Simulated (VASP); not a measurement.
Set up this calculation in VASP 6.6.1, as the native input.

```yaml
Task: single point
Functional: PBEsol
Potentials_or_basis: VASP PAW PBE potentials, release 64 (Sn_d, O)
Cutoff: 520 eV
k_mesh: 6 × 6 × 6
Occupations: fermi-dirac, width 0.15 eV
Spin: no spin polarisation
Dipole_correction: no
Further_INCAR_settings: ALGO = Normal; EDIFF = 1e-07; NBANDS = 58
```

The structure of Sn3O lies in POSCAR:

```
Sn3O
1.0
    5.8095335176      0.0000000000      0.0000000000
   -2.9047667588      5.0312036104      0.0000000000
    0.0000000000      0.0000000000      6.0447020981
Sn O
6 2
Direct
    0.3316478537      0.0000000000      0.0000000000
    0.3316478537      0.3316478537      0.5000000000
    0.0000000000      0.3316478537      0.0000000000
    0.6683521463      0.0000000000      0.5000000000
    0.6683521463      0.6683521463      0.0000000000
    0.0000000000      0.6683521463      0.5000000000
    0.3333333333      0.6666666667      0.2500000000
    0.6666666667      0.3333333333      0.7500000000
```

This cell differs from its parent crystal: volume scaled by 1.02, then relaxed in part.

These files were run (other wordings do the same):

INCAR

```
SYSTEM = Sn3O
PREC = Accurate
ENCUT = 520
EDIFF = 1E-7
ISMEAR = -1
SIGMA = 0.15
LREAL = .FALSE.
LASPH = .TRUE.
NELM = 80
ALGO = Normal
ISIF = 2
LWAVE = .FALSE.
LCHARG = .TRUE.
GGA = PS
LELF = .TRUE.
LVHAR = .TRUE.
NBANDS = 58
```

KPOINTS

```
regular mesh
0
G
  6 6 6
  0 0 0
```

Potentials or basis: VASP PAW PBE potentials, release 64 (Sn_d, O).

Launch:

```sh
$ cat potpaw_PBE.64/Sn_d/POTCAR potpaw_PBE.64/O/POTCAR > POTCAR
$ mpirun -np 1 vasp_std > vasp.out
```

It gave:

```json
{
 "Pressure": "-1.2 GPa",
 "Largest force": "0.007 eV/Å",
 "Band gap on the k mesh": "zero (band 48 reaches 8.42 eV, above the bottom of band 49 at 7.12 eV)"
}
```

Caveat: the PAW data sets were made with another functional, which shifts forces and pressure a little; spin-orbit coupling is left out, which moves the levels of the heavy elements.

Wall time 13 min on 1 thread of Intel Xeon 8259CL, with other jobs on the host, peak memory 0.44 GiB.
